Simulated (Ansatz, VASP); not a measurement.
# MoW3 in VASP and in Ansatz

INCAR

```
  ALGO = Normal
  EDIFF = 1E-6
  ENCUT = 520
  GGA = PE
  ISIF = 2
  ISMEAR = 0
  ISPIN = 2
  LASPH = T
  LCHARG = F
  LMAXMIX = 4
  LORBIT = 11
  LREAL = F
  LWAVE = F
  MAGMOM = 1 0 0 0
  NBANDS = 40
  NELM = 150
  PREC = Accurate
  SIGMA = 0.1
```

Contents of KPOINTS:

```
k-points
0
Gamma
  4 4 6
```

Contents of POSCAR:

```
MoW3
1.0
    4.4883796191      0.0000000000      0.0000000000
    0.0000000000      4.4883796191      0.0000000000
    0.0000000000      0.0000000000      3.1878031258
Mo W
1 3
Direct
    0.0000000000      0.0000000000      0.5000000000
    0.0000000000      0.5000000000      0.0000000000
    0.5000000000      0.5000000000      0.5000000000
    0.5000000000      0.0000000000      0.0000000000
```

Input for Ansatz:

```yaml
crystal:
  lattice:
    - [4.4883796191, 0.0, 0.0]
    - [0.0, 4.4883796191, 0.0]
    - [0.0, 0.0, 3.1878031258]
  atoms:
    - { symbol: Mo, position: [0.0, 0.0, 0.5], spin: 1.0 }
    - { symbol: W, position: [0.0, 0.5, 0.0] }
    - { symbol: W, position: [0.5, 0.5, 0.5] }
    - { symbol: W, position: [0.5, 0.0, 0.0] }
basis:
  ecutwfc: 420
kpoints:
  mp_grid: { grid: [4, 4, 6] }
hamiltonian:
  xc: pbe
scf:
  occupations: { method: gaussian, width: 0.1 }
  lower_state_search: "off"
output:
  forces: true
  stress: true
  eigenvalues: true
  populations: true
magnetization:
  spin_polarized: true
```

Alike in both runs: task single point; functional PBE; k mesh 4 × 4 × 6; occupations gaussian, width 0.1 eV; collinear spin.

|  | VASP | Ansatz |
| --- | --- | --- |
| version | VASP 6.6.1 | Ansatz 0.2.0 |
| potentials or method | VASP PAW PBE potentials, release 64 (Mo_sv, W_sv), cutoff 520 eV | scalar-relativistic, plane waves, PAW |
| valence electrons in the cell | 56 | 56 |

```csv
,VASP,Ansatz,Ansatz less VASP
gap on the k mesh at the Fermi level (eV),none,none,-
pressure (GPa),0.5,0.0,-0.49
"traceless stress, the component that is largest in VASP (GPa)",0.08,0.04,-0.036
net moment per atom (μB),0.00,0.00,0.000
```

A gap of «none» marks a metal or a gap that the smearing closes. Ansatz's warnings: seeded moment not kept.

Neither program's run includes spin-orbit coupling.
